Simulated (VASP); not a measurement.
Set up this calculation in VASP 6.6.1, as the native input.

```
Task                   : single point
Functional             : PBEsol
Potentials or basis    : VASP PAW PBE potentials, release 64 (Rh_pv, H)
Cutoff                 : 520 eV
k mesh                 : 11 × 11 × 1
Occupations            : gaussian, width 0.1 eV
Spin                   : no spin polarisation
Dipole correction      : yes
Further INCAR settings : ALGO = Normal; EDIFF = 1e-06; NBANDS = 38
```

The structure of HRh4 lies in POSCAR:

```
HRh4
1.0
    2.6728587948      0.0000000000      0.0000000000
    0.0000000000      2.6728587948      0.0000000000
    0.0000000000      0.0000000000     24.6699897369
Rh H
4 1
Direct
    0.5000000000      0.5000000000      0.3445481774
    0.0000000000      0.0000000000      0.4211593394
    0.5000000000      0.5000000000      0.4977498167
    0.0000000000      0.0000000000      0.5730187329
    0.0000000000      0.5000000000      0.6186702907
```

One way to write it, as run:

INCAR

```
SYSTEM = HRh4
ALGO = Normal ; DIPOL = 0.5 0.5 0.491
EDIFF = 1E-6 ; ENCUT = 520
GGA = PS ; IDIPOL = 3
ISIF = 2 ; ISMEAR = 0
LASPH = .TRUE. ; LCHARG = .TRUE.
LDIPOL = .TRUE. ; LELF = .TRUE.
LREAL = .FALSE. ; LVACPOTAV = .TRUE.
LVHAR = .TRUE. ; LWAVE = .FALSE.
NBANDS = 38 ; NELM = 100
PREC = Accurate ; SIGMA = 0.1
```

KPOINTS

```
k-points
0
G
  11 11 1
  0 0 0
```

Potentials or basis: VASP PAW PBE potentials, release 64 (Rh_pv, H).

Command:

```bash
$ cat potpaw_PBE.64/Rh_pv/POTCAR potpaw_PBE.64/H/POTCAR > POTCAR
$ mpirun -np 1 vasp_std > vasp.out
```

It gave:

| Quantity | Value |
| --- | --- |
| Largest force | 0.604 eV/Å |

Caveat: the PAW data sets were made with another functional, which shifts forces and pressure a little.

It took 3.2 min on 1 thread of Intel(R) Xeon(R) 6975P-C (Granite Rapids), on a shared host, peak memory 0.37 GiB.
